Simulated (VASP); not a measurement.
Runs of VASP 6.6.1 on BN. The structure is that of space group P6_3mc (No. 186), or close to it. The cells are those of the table. 

| cell | gap on the mesh (eV) | pressure (GPa) | largest force (eV/Å) |
| --- | --- | --- | --- |
| a = 2.579, b = 2.579, c = 4.227 Å, angles 90.0, 90.0, 120.0°, 4 atoms | 5.26 | -6.9 | 0.03 |
| a = 2.503, b = 2.503, c = 4.227 Å, angles 90.0, 90.0, 120.0°, 4 atoms | 5.06 | 16.6 | 0.06 |
| a = 2.567, b = 2.567, c = 4.227 Å, angles 90.0, 90.0, 120.0°, 4 atoms | 5.23 | -3.5 | (b) |
| a = 2.541, b = 2.541, c = 4.227 Å, angles 90.0, 90.0, 120.0°, 4 atoms | (a) | 4.0 | - |
| a = 2.592, b = 2.592, c = 4.227 Å, angles 90.0, 90.0, 120.0°, 4 atoms | 5.29 | -10.2 | 0.03 |
| a = 2.528, b = 2.528, c = 4.227 Å, angles 90.0, 90.0, 120.0°, 4 atoms | (c) | 8.0 | (d) |
| a = 2.605, b = 2.605, c = 4.227 Å, angles 90.0, 90.0, 120.0°, 4 atoms | 5.31 | -13.4 | 0.03 |
| a = 2.599, b = 2.599, c = 4.227 Å, angles 90.0, 90.0, 120.0°, 4 atoms | 5.30 | -11.8 | 0.03 |

Alike in all rows: task single point; level PBE; potentials or basis VASP PAW PBE potentials, release 64 (B, N); no spin polarisation; k mesh 12 × 12 × 6; cutoff (eV) 520; smearing gaussian 0.05 eV.

Task: Estimate the missing entries.

Result: (a) 5.16; (b) 0.02; (c) 5.13; (d) 0.01.

A k mesh can miss the band edges.
